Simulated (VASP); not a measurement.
# InSb (I4/mmm) in VASP: further runs

InSb is run at these levels: PBE; tasks: single point.

Program: VASP 6.6.1. These are calculated values, not measurements. Logs are shortened: lines on timing, memory, paths and dates and some standing lists are left out, and cuts for length are marked.

## Step 1: The cell of the first run

It takes space group I4/mmm (No. 139, tetragonal). The conventional cell has a = 4.741 Å, b = 4.741 Å, c = 5.589 Å, α = 90.00°, β = 90.00°, γ = 90.00°. In (site symmetry 4/mmm) has 6 Sb at 2.79 to 3.35 Å within 3.7 Å. Within 3.7 Å of Sb (site symmetry 4/mmm) lie 6 In at 2.79 to 3.35 Å.

## Step 2: Single point, PBE (31.41 Å³/atom)

File INCAR:

```
SYSTEM = InSb
  PREC = Accurate
  ENCUT = 520
  EDIFF = 1E-6
  ISMEAR = 0
  SIGMA = 0.15
  LREAL = .FALSE.
  LASPH = .TRUE.
  NELM = 100
  ALGO = Normal
  ISIF = 2
  LWAVE = .FALSE.
  LCHARG = .FALSE.
  GGA = PE
  NBANDS = 16
```

File KPOINTS:

```
Automatic mesh
0
G
  14 14 14
  0 0 0
```

File POSCAR:

```
InSb
1.0
    0.0000000000      3.3524388029      2.7945929861
    3.3524388029      0.0000000000      2.7945929861
    3.3524388029      3.3524388029      0.0000000000
In Sb
1 1
Direct
    0.0000000000      0.0000000000      0.0000000000
    0.5000000000      0.5000000000      0.5000000000
```

Potentials or basis: VASP PAW PBE potentials, release 64 (In_d, Sb).

Run with:

```console
$ cat potpaw_PBE.64/In_d/POTCAR potpaw_PBE.64/Sb/POTCAR > POTCAR
$ mpirun -np 1 vasp_std > vasp.out
```

OUTCAR:

```text
SYSTEM = InSb
   PREC = Accurate
   ENCUT = 520
   EDIFF = 1E-6
   ISMEAR = 0
   LREAL = .FALSE.
   LASPH = .TRUE.
   NELM = 100
   ISIF = 2
   GGA = PE

 ion  position               nearest neighbor table
   1  0.000  0.000  0.000-   2 2.79   2 2.79   2 3.35   2 3.35   2 3.35   2 3.35
   2  0.500  0.500  0.500-   1 2.79   1 2.79   1 3.35   1 3.35   1 3.35   1 3.35

  LATTYP: Found a body centered tetragonal cell.
 ALAT       =     4.7410644221
 C/A-ratio  =     1.1788884256

  Lattice vectors:

 A1 = (   0.0000000000,  -3.3524388029,  -2.7945929861)
 A2 = (   0.0000000000,   3.3524388029,  -2.7945929861)
 A3 = (   3.3524388029,   0.0000000000,   2.7945929861)

Analysis of symmetry for initial positions (statically):
=====================================================================
 Subroutine PRICEL returns:
 Original cell was already a primitive cell.

 Routine SETGRP: Setting up the symmetry group for a
 body centered tetragonal supercell.

 Subroutine GETGRP returns: Found 16 space group operations
 (whereof 16 operations were pure point group operations)
 out of a pool of 16 trial point group operations.

The static configuration has the point symmetry D_4h.

Analysis of symmetry for dynamics (positions and initial velocities):
=====================================================================
 Subroutine PRICEL returns:
 Original cell was already a primitive cell.

 Routine SETGRP: Setting up the symmetry group for a
 body centered tetragonal supercell.

 Subroutine GETGRP returns: Found 16 space group operations
 (whereof 16 operations were pure point group operations)
 out of a pool of 16 trial point group operations.

The dynamic configuration has the point symmetry D_4h.

 Subroutine INISYM returns: Found 16 space group operations
 (whereof 16 operations are pure point group operations),
 and found     1 'primitive' translations

----------------------------------------------------------------------------------------

                                     Primitive cell

  volume of cell :      62.8160

  direct lattice vectors                    reciprocal lattice vectors
     0.000000000  3.352438803  2.794592986    -0.149145154  0.149145154  0.178916931
     3.352438803  0.000000000  2.794592986     0.149145154 -0.149145154  0.178916931
     3.352438803  3.352438803  0.000000000     0.149145154  0.149145154 -0.178916931

  length of vectors
     4.364469714  4.364469714  4.741064422     0.276586012  0.276586012  0.276586012

  position of ions in fractional coordinates (direct lattice)
     0.000000000  0.000000000  0.000000000
     0.500000000  0.500000000  0.500000000

  ion indices of the primitive-cell ions
   primitive index   ion index
                 1           1
                 2           2

----------------------------------------------------------------------------------------

 KPOINTS: Automatic mesh

Automatic generation of k-mesh.
 Grid dimensions read from file:
 generate k-points for:   14   14   14

 Generating k-lattice:

  Cartesian coordinates                     Fractional coordinates (reciprocal lattice)
    -0.010653225  0.010653225  0.012779781     0.071428571 -0.000000000  0.000000000
     0.010653225 -0.010653225  0.012779781    -0.000000000  0.071428571  0.000000000
     0.010653225  0.010653225 -0.012779781     0.000000000  0.000000000  0.071428571

  Length of vectors
     0.019756144  0.019756144  0.019756144

  Shift w.r.t. Gamma in fractional coordinates (k-lattice)
     0.000000000  0.000000000  0.000000000

 Subroutine IBZKPT returns following result:
 ===========================================

 Found    244 irreducible k-points:

 Following reciprocal coordinates:
            Coordinates               Weight
  0.000000  0.000000  0.000000      1.000000
  0.071429  0.000000  0.000000      8.000000
  0.142857 -0.000000  0.000000      8.000000
  0.214286 -0.000000  0.000000      8.000000
  0.285714  0.000000  0.000000      8.000000
  0.357143 -0.000000  0.000000      8.000000
[... 16 lines left out ...]
  0.214286  0.142857  0.000000      8.000000
  0.285714  0.142857  0.000000      8.000000
 [... further k-points ...]
   k-points           NKPTS =    244   k-points in BZ     NKDIM =    244   number of bands    NBANDS=     16
   number of dos      NEDOS =    301   number of ions     NIONS =      2
   total plane-waves  NPLWV =  36864
   dimension x,y,z NGX =    32 NGY =   32 NGZ =   36
   dimension x,y,z NGXF=    64 NGYF=   64 NGZF=   72
   ions per type =               1   1
   NGX,Y,Z   is equivalent  to a cutoff of  12.19, 12.19, 12.62 a.u.
   NGXF,Y,Z  is equivalent  to a cutoff of  24.38, 24.38, 25.25 a.u.
 SYSTEM =  InSb
   PREC   = accura    normal or accurate (medium, high low for compatibility)
   ISTART =      0    job   : 0-new  1-cont  2-samecut
   ICHARG =      2    charge: 1-file 2-atom 10-const
   ISPIN  =      1    spin polarized calculation?
   LNONCOLLINEAR =      F non collinear calculations
   LSORBIT =      F    spin-orbit coupling
   LASPH  =      T    aspherical Exc in radial PAW
   ENCUT  =  520.0 eV  38.22 Ry    6.18 a.u.   8.12  8.12  8.82*2*pi/ulx,y,z
   NELM   =    100;   NELMIN=  2; NELMDL= -5     # of ELM steps
   EDIFF  = 0.1E-05   stopping-criterion for ELM
   LREAL  =      F    real-space projection
   EDIFFG = 0.1E-04   stopping-criterion for IOM
   NSW    =      0    number of steps for IOM
   IBRION =     -1    ionic relax: 0-MD 1-quasi-New 2-CG
   NFREE  =      0    steps in history (QN), initial steepest desc. (CG)
   ISIF   =      2    stress and relaxation
   ISYM   =      2    0-nonsym 1-usesym 2-fastsym
   POTIM  = 0.5000    time-step for ionic-motion
   TEBEG  =    0.0;   TEEND  =   0.0 temperature during run
   PSTRESS=    0.0 pullay stress
   NELECT =      18.0000    total number of electrons
   NUPDOWN=      -1.0000    fix difference up-down
   EMIN   =  10.00;   EMAX   =-10.00  energy-range for DOS
   EFERMI =   0.00;   METHOD = LEGACY
   ISMEAR =     0;   SIGMA  =   0.15  broadening in eV -4-tet -1-fermi 0-gaus
   EFERMI_NEDOS =   21; number of points for ismear=-14 and -15
   IALGO  =     38    algorithm
   IMIX   =      4    mixing-type and parameters
     AMIX     =   0.40;   BMIX     =  1.00
     AMIX_MAG =   1.60;   BMIX_MAG =  1.00
  volume/ion in A,a.u.               =      31.41       211.95
  Fermi-wavevector in a.u.,A,eV,Ry     =   1.079300  2.039582 15.849275  1.164889
  Thomas-Fermi vector in A             =   2.215262
   LORBIT       =      0    0 simple, 1 ext, 2 COOP (PROOUT), +10 PAW based schemes
   GGA     = PE    functional components
   LHFCALC =     F    Hartree Fock is set to
   AEXX    =    0.0000 exact exchange contribution
   IVDW    =     0    specifies the selected vdW correction
   LEPSILON=     F    determine dielectric tensor
   LRPA    =     F    only Hartree local field effects (RPA)
 non-spin polarized calculation
 Gauss-broadening in eV      SIGMA  =   0.15
  energy-cutoff  :      520.00
  volume of cell :       62.82
 maximum number of plane-waves:      1726
   NGX = 17   NGY = 17   NGZ = 17

 number of electron      18.0000000 magnetization

 Free energy of the ion-electron system (eV)
  ---------------------------------------------------
  ext. energy  EPLUGINS =         0.00000000
  ---------------------------------------------------
  free energy    TOTEN  =        -6.30936812 eV

  energy without entropy =       -6.29177125  energy(sigma->0) =       -6.30056968

 E-fermi :   5.7161     XC(G=0):  -9.3261

 val. band max:        5.7141986420   @ k =   0.4286   0.1429   0.0714
 cond. band min:       5.7188732507   @ k =   0.2857   0.1429   0.0714
 fundamental gap:      0.0046746087
 Fermi energy:         5.7160582402

 k-point     1 :       0.0000    0.0000    0.0000
  band No.  band energies     occupation
      1      -8.8348      2.00000
      2      -8.7259      2.00000
      3      -8.7259      2.00000
      4      -8.7108      2.00000
      5      -8.6821      2.00000
      6      -4.7902      2.00000
[... 8 lines left out ...]
     15      12.6940      0.00000
     16      12.9331      0.00000

 k-point     2 :       0.0714    0.0000    0.0000
  band No.  band energies     occupation
      1      -8.8354      2.00000
      2      -8.7254      2.00000
      3      -8.7253      2.00000
      4      -8.7106      2.00000
      5      -8.6821      2.00000
      6      -4.7437      2.00000
[... 8 lines left out ...]
     15      12.5271      0.00000
     16      13.2452      0.00000

 k-point     3 :       0.1429   -0.0000    0.0000
  band No.  band energies     occupation
      1      -8.8370      2.00000
      2      -8.7247      2.00000
      3      -8.7241      2.00000
      4      -8.7087      2.00000
      5      -8.6822      2.00000
      6      -4.6054      2.00000
[... 8 lines left out ...]
     15      12.5546      0.00000
     16      13.6805      0.00000

 k-point     4 :       0.2143   -0.0000    0.0000
  band No.  band energies     occupation
      1      -8.8395      2.00000
      2      -8.7261      2.00000
      3      -8.7224      2.00000
      4      -8.7037      2.00000
      5      -8.6822      2.00000
      6      -4.3808      2.00000
[... 8 lines left out ...]
     15      12.9819      0.00000
     16      13.1783      0.00000

 k-point     5 :       0.2857    0.0000    0.0000
  band No.  band energies     occupation
      1      -8.8426      2.00000
      2      -8.7290      2.00000
      3      -8.7208      2.00000
      4      -8.6968      2.00000
      5      -8.6819      2.00000
      6      -4.0834      2.00000
[... 8 lines left out ...]
     15      13.6645      0.00000
     16      13.8255      0.00000

 k-point     6 :       0.3571   -0.0000    0.0000
  band No.  band energies     occupation
      1      -8.8457      2.00000
      2      -8.7320      2.00000
      3      -8.7197      2.00000
      4      -8.6901      2.00000
      5      -8.6814      2.00000
      6      -3.7448      2.00000
[... 8 lines left out ...]
     15      14.4997      0.00000
     16      14.8156      0.00000

 k-point     7 :       0.4286   -0.0000    0.0000
  band No.  band energies     occupation
      1      -8.8479      2.00000
      2      -8.7342      2.00000
      3      -8.7191      2.00000
      4      -8.6854      2.00000
      5      -8.6809      2.00000
      6      -3.4390      2.00000
[... 8 lines left out ...]
     15      15.2520      0.00000
     16      15.9167      0.00000

 k-point     8 :       0.5000   -0.0000    0.0000
  band No.  band energies     occupation
      1      -8.8487      2.00000
      2      -8.7350      2.00000
      3      -8.7189      2.00000
      4      -8.6837      2.00000
      5      -8.6807      2.00000
      6      -3.3048      2.00000
[... 8 lines left out ...]
     15      14.8669      0.00000
     16      16.8382      0.00000

 k-point     9 :       0.0714    0.0714    0.0000
  band No.  band energies     occupation
      1      -8.8334      2.00000
      2      -8.7250      2.00000
      3      -8.7250      2.00000
      4      -8.7095      2.00000
      5      -8.6831      2.00000
      6      -4.7152      2.00000
[... 8 lines left out ...]
     15      12.2589      0.00000
     16      13.0091      0.00000
[... 172 lines left out ...]
 k-point    19 :      -0.2143    0.0714    0.0000
  band No.  band energies     occupation
      1      -8.8478      2.00000
      2      -8.7239      2.00000
      3      -8.7212      2.00000
      4      -8.7054      2.00000
      5      -8.6807      2.00000
      6      -4.2858      2.00000
[... 8 lines left out ...]
     15      13.8293      0.00000
     16      14.2508      0.00000

 k-point    20 :      -0.1429    0.0714    0.0000
  band No.  band energies     occupation
      1      -8.8433      2.00000
      2      -8.7232      2.00000
      3      -8.7225      2.00000
      4      -8.7105      2.00000
      5      -8.6809      2.00000
      6      -4.5235      2.00000
[... 8 lines left out ...]
     15      13.4979      0.00000
     16      14.7337      0.00000

 k-point    21 :      -0.0714    0.0714    0.0000
  band No.  band energies     occupation
      1      -8.8389      2.00000
      2      -8.7248      2.00000
      3      -8.7239      2.00000
      4      -8.7115      2.00000
      5      -8.6813      2.00000
      6      -4.6786      2.00000
[... 8 lines left out ...]
     15      13.1623      0.00000
     16      13.9273      0.00000

 k-point    22 :       0.1429    0.1429    0.0000
  band No.  band energies     occupation
      1      -8.8335      2.00000
      2      -8.7217      2.00000
      3      -8.7217      2.00000
      4      -8.7059      2.00000
      5      -8.6859      2.00000
      6      -4.4840      2.00000
[... 8 lines left out ...]
     15      13.2367      0.00000
     16      13.5239      0.00000

 k-point    23 :       0.2143    0.1429    0.0000
  band No.  band energies     occupation
      1      -8.8374      2.00000
      2      -8.7204      2.00000
      3      -8.7191      2.00000
      4      -8.7021      2.00000
      5      -8.6874      2.00000
      6      -4.2816      2.00000
[... 8 lines left out ...]
     15      13.6307      0.00000
     16      13.9030      0.00000

 k-point    24 :       0.2857    0.1429    0.0000
  band No.  band energies     occupation
      1      -8.8442      2.00000
      2      -8.7212      2.00000
      3      -8.7165      2.00000
      4      -8.6960      2.00000
      5      -8.6880      2.00000
      6      -3.9965      2.00000
[... 8 lines left out ...]
     15      14.4352      0.00000
     16      14.5072      0.00000

 [... further k-points ...]

------------------------ aborting loop because EDIFF is reached ----------------------------------------

  FORCE on cell =-STRESS in cart. coord.  units (eV):
  Direction    XX          YY          ZZ          XY          YZ          ZX
  --------------------------------------------------------------------------------------
  -------------------------------------------------------------------------------------
  Total       -1.8459410     -1.8459410      4.0139589      0.0000000      0.0000000     -0.0000000
  in kB      -47.0823495    -47.0823495    102.3795517      0.0000000      0.0000000     -0.0000000
  external PRESSURE =       2.7382842 kB  Pullay stress =       0.0000000 kB

 VOLUME and BASIS-vectors are now :
 -----------------------------------------------------------------------------
  energy-cutoff  :      520.00
  volume of cell :       62.82
      direct lattice vectors                 reciprocal lattice vectors
     0.000000000  3.352438803  2.794592986    -0.149145154  0.149145154  0.178916931
     3.352438803  0.000000000  2.794592986     0.149145154 -0.149145154  0.178916931
     3.352438803  3.352438803  0.000000000     0.149145154  0.149145154 -0.178916931

 POSITION                                       TOTAL-FORCE (eV/Angst)
 -----------------------------------------------------------------------------------
      0.00000      0.00000      0.00000         0.000000     -0.000000      0.000000
      3.35244      3.35244      2.79459        -0.000000      0.000000      0.000000
 -----------------------------------------------------------------------------------
    total drift:                                0.000000     -0.000000     -0.000000

  FREE ENERGIE OF THE ION-ELECTRON SYSTEM (eV)
  ---------------------------------------------------
  free  energy   TOTEN  =        -6.3093681195 eV

  energy  without entropy=       -6.2917712469  energy(sigma->0) =       -6.30056968
```

Wall time 2.1 min (1 thread of Intel Xeon Platinum 8259CL at 2.50GHz (Skylake/Cascade Lake), shared host); peak memory 0.38 GiB.

Results:

| Item | Value |
| --- | --- |
| Free energy | -6.3094 eV |
| Pressure | 0.3 GPa |
| Band gap on the k mesh | zero (bands 9 and 10 overlap by 2.93 eV) |

Levels at points of the mesh, in eV from the Fermi level:
```csv
k point,band 7,band 8,band 9,band 10,band 11,band 12
"(0.00, 0.00, 0.00)",-1.28,-0.78,0.57,0.57,4.29,4.29
"(0.50, 0.00, 0.00)",-6.16,-0.06,0.25,1.53,1.94,3.79
"(0.50, 0.50, 0.00)",-4.05,-3.83,-2.34,-2.34,2.98,7.31
"(0.50, 0.00, 0.50)",-3.98,-2.69,-2.60,-0.65,3.78,5.40
```

Caveat: spin-orbit coupling is left out, which moves the levels of the heavy elements.

(Part 1 of 2 ends here.)
